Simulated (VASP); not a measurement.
Wanted: the native input for a VASP 6.6.1 run.

```
Task                   : single point
Functional             : LDA
Potentials or basis    : VASP PAW LDA potentials, release 64 (Ni, O)
Cutoff                 : 520 eV
k mesh                 : 12 × 12 × 6
Occupations            : gaussian, width 0.05 eV
Spin                   : no spin polarisation
Dipole correction      : no
Further INCAR settings : ALGO = Normal; EDIFF = 1e-06; NBANDS = 18
```

The structure of NiO2 lies in POSCAR:

```
NiO2
1.0
    2.6525108924      0.0000000000      0.0000000000
   -1.3262554462      2.2971418167      0.0000000000
    0.0000000000      0.0000000000      4.5631144882
Ni O
1 2
Direct
    0.0000000000      0.0000000000      0.5000000000
    0.6666666667      0.3333333333      0.7305104846
    0.3333333333      0.6666666667      0.2694895154
```

This cell differs from its parent crystal: c/a of the conventional cell at fixed volume 1.7203.

One way to write it, as run:

INCAR

```
ALGO     = Normal         # electronic algorithm
EDIFF    = 1E-6           # SCF threshold, eV
ENCUT    = 520            # plane-wave cutoff, eV
ISIF     = 2              # what is computed and relaxed
ISMEAR   = 0              # smearing method
LASPH    = T              # aspherical terms in the spheres
LCHARG   = F              # write CHGCAR
LREAL    = F              # projectors in reciprocal space
LWAVE    = F              # write WAVECAR
NBANDS   = 18             # bands
NELM     = 80             # most SCF steps
PREC     = Accurate       # precision mode
SIGMA    = 0.05           # smearing width, eV
```

KPOINTS

```
k-points
0
Gamma
  12 12 6
```

Potentials or basis: VASP PAW LDA potentials, release 64 (Ni, O).

Run with:

```sh
$ cat potpaw_LDA.64/Ni/POTCAR potpaw_LDA.64/O/POTCAR > POTCAR
$ mpirun -np 1 vasp_std > vasp.out
```

It gave:

| Quantity | Value |
| --- | --- |
| Pressure | -0.1 GPa |
| Largest force | 1.413 eV/Å |
| Band gap on the k mesh | 0.84 eV, indirect (least direct gap 0.93 eV) |

Caveat: forces of over 1 eV/Å act on the atoms, so gaps and moduli don't describe the material at rest.

Run time: 40 s on 1 thread of Intel(R) Xeon(R) Platinum 8375C CPU @ 2.90GHz (Ice Lake), with other jobs on the host, peak memory 0.16 GiB.
